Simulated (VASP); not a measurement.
Wanted: the native input for a VASP 6.6.1 run.

```yaml
Task: single point
Functional: PBEsol
Potentials_or_basis: VASP PAW PBE potentials, release 64 (Ge_d)
Cutoff: 520 eV
k_mesh: 9 × 9 × 1
Occupations: gaussian, width 0.1 eV
Spin: no spin polarisation
Dipole_correction: yes
Further_INCAR_settings: ALGO = Normal; EDIFF = 1e-06; NBANDS = 66
```

The structure of Ge lies in POSCAR:

```
Ge
1.0
    3.9969678639      0.0000000000      0.0000000000
   -1.9984839319      3.4614757082      0.0000000000
    0.0000000000      0.0000000000     27.7245268541
Ge
8
Direct
    0.3333333333      0.6666666667      0.3065877389
    0.6666666667      0.3333333333      0.3365243779
    0.6666666667      0.3333333333      0.4255503666
    0.3333333333      0.6666666667      0.4554870057
    0.3333333333      0.6666666667      0.5439387779
    0.6666666667      0.3333333333      0.5745866434
    0.6666666667      0.3333333333      0.6647471999
    0.3333333333      0.6666666667      0.6936938849
```

One way to write it, as run:

INCAR

```
ALGO = Normal ; DIPOL = 0.5 0.5 0.500
EDIFF = 1E-6 ; ENCUT = 520
GGA = PS ; IDIPOL = 3
ISIF = 2 ; ISMEAR = 0
LASPH = T ; LCHARG = T
LDIPOL = T ; LELF = T
LREAL = F ; LVACPOTAV = T
LVHAR = T ; LWAVE = F
NBANDS = 66 ; NELM = 60
PREC = Accurate ; SIGMA = 0.1
```

KPOINTS

```
k-points
0
Gamma
  9 9 1
```

Potentials or basis: VASP PAW PBE potentials, release 64 (Ge_d).

Command:

```sh
$ cat potpaw_PBE.64/Ge_d/POTCAR > POTCAR
$ mpirun -np 1 vasp_std > vasp.out
```

It gave:

The largest force is 0.242 eV/Å and the band gap on the k mesh is zero (bands 56 and 57 overlap by 0.54 eV).

Caveat: the PAW data sets were made with another functional, which shifts forces and pressure a little.

Run time: 18 min on 1 thread of Intel Xeon 8259CL, on a shared host, peak memory 0.57 GiB.
